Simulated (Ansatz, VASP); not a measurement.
## One calculation of Co, two programs

```
Co
1.0
     2.93325    0.00000    0.00000
     0.00000    2.93325    0.00000
     0.00000    0.00000    2.93325
Co
2
Direct
  0.00000 0.00000 0.00000
  0.50000 0.50000 0.50000
```

Alike in both runs: task single point; functional PBE; k mesh 2 × 2 × 2; non-collinear spin.

|  | VASP | Ansatz |
| --- | --- | --- |
| version | VASP 6.6.1 | Ansatz development build ahead of 0.2.0 |
| potentials or method | VASP PAW PBE potentials, release 64 (Co) | PAW (an earlier, plane waves, scalar-relativistic |
| plane-wave cutoff (eV) | 600 | 900 |
| occupations | gaussian, width 0.05 eV | gaussian |

```tsv
	VASP	Ansatz	Ansatz less VASP
net moment per atom (μB)	0.84	0.67	-0.169
size of the moment on the site where the two differ most (μB)	1.64	1.40	-0.248
```

The net moments are unlike, so the other rows may belong to different states. Site moments also hang on the region over which each program counts them.

The k mesh is coarse, so the values compare programs but aren't converged.
